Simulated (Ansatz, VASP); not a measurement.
# Two plane-wave programs on PtS2

INCAR

```
PREC     = Accurate       # precision mode
ENCUT    = 520            # plane-wave cutoff, eV
EDIFF    = 1E-7           # SCF threshold, eV
ISMEAR   = -1             # smearing method
SIGMA    = 0.05           # smearing width, eV
LREAL    = F              # projectors in reciprocal space
LASPH    = T              # aspherical terms in the spheres
NELM     = 150            # most SCF steps
ALGO     = Normal         # electronic algorithm
ISIF     = 2              # what is computed and relaxed
LWAVE    = F              # write WAVECAR
LCHARG   = F              # write CHGCAR
LMAXMIX  = 4              # l up to which the mixer works
LDAU     = T              # DFT+U
LDAUTYPE = 2            
LDAUL    = 2 -1           # shell
LDAUU    = 2 0            # U, eV
LDAUJ    = 0 0          
LDAUPRINT= 1            
GGA      = PS             # functional
NBANDS   = 18             # bands
```

KPOINTS

```
Automatic mesh
0
Gamma
  9 9 5
```

The input POSCAR:

```
PtS2
1.0
    3.5432000000      0.0000000000      0.0000000000
   -1.7716000000      3.0685012107      0.0000000000
    0.0000000000      0.0000000000      5.0388000000
Pt S
1 2
Direct
    0.0000000000      0.0000000000      0.0000000000
    0.6666666667      0.3333333333      0.7730000000
    0.3333333333      0.6666666667      0.2270000000
```

input.yaml

```yaml
crystal:
  lattice:
    - [3.5432, 0.0, 0.0]
    - [-1.7716, 3.0685012107, 0.0]
    - [0.0, 0.0, 5.0388]
  atoms:
    - { symbol: Pt, position: [0.0, 0.0, 0.0] }
    - { symbol: S, position: [0.6666666667, 0.3333333333, 0.773] }
    - { symbol: S, position: [0.3333333333, 0.6666666667, 0.227] }
hamiltonian:
  xc: pbesol
  pseudopotentials: { kind: paw }
  hubbard: { sites: [{ species: Pt, l: d, u_eff: 2.0 }] }
kpoints:
  mp_grid: { grid: [9, 9, 5] }
scf:
  occupations: { method: fermi_dirac, width: 0.05 }
  n_extra_bands: 7
output:
  forces: true
  stress: true
  eigenvalues: true
  dos: { projected: true, de: 0.05, nscf_kmesh: { grid: [14, 14, 8] } }
```

Alike in both runs: functional PBEsol; k mesh 9 × 9 × 5; occupations fermi-dirac, width 0.05 eV; no spin polarisation; Hubbard terms Pt d U = 2.0 eV.

|  | VASP | Ansatz |
| --- | --- | --- |
| version | VASP 6.6.1 | Ansatz 0.2.0 |
| potentials or method | VASP PAW PBE potentials, release 64 (Pt, S) | Ansatz PAW |
| plane-wave cutoff (eV) | 520 | 420 |
| valence electrons in the cell | 22 | 30 |
| task | single point | projected density of states |

VASP gave:

```
gap on the k mesh at the Fermi level (eV)                     : 0.94
least direct gap on the mesh (eV)                             : 1.00
pressure (GPa)                                                : 4.5
traceless stress, the component that is largest in VASP (GPa) : 0.41
rms of the force components (eV/Å)                            : 0.383
```

Which values does Ansatz return?

gap on the k mesh at the Fermi level (eV): 0.94; least direct gap on the mesh (eV): 1.00; pressure (GPa): 6.6; traceless stress, the component that is largest in VASP (GPa): -0.47; rms of the force components (eV/Å): 0.474.

VASP's potentials were made for PBE, not for PBEsol. The programs project onto different local orbitals, so the same U acts differently, and such runs can settle in different states. Atom by atom the forces differ by 0.090 eV/Å (rms over components). VASP's potentials hold 22 valence electrons a cell and Ansatz's 30, so a difference there can come from the potentials and not from the codes.

Neither program's run includes spin-orbit coupling. Noted on Ansatz's run: odd divisions of the mesh miss points on the zone boundary, where band edges often lie, so the gap on the mesh can be too wide.
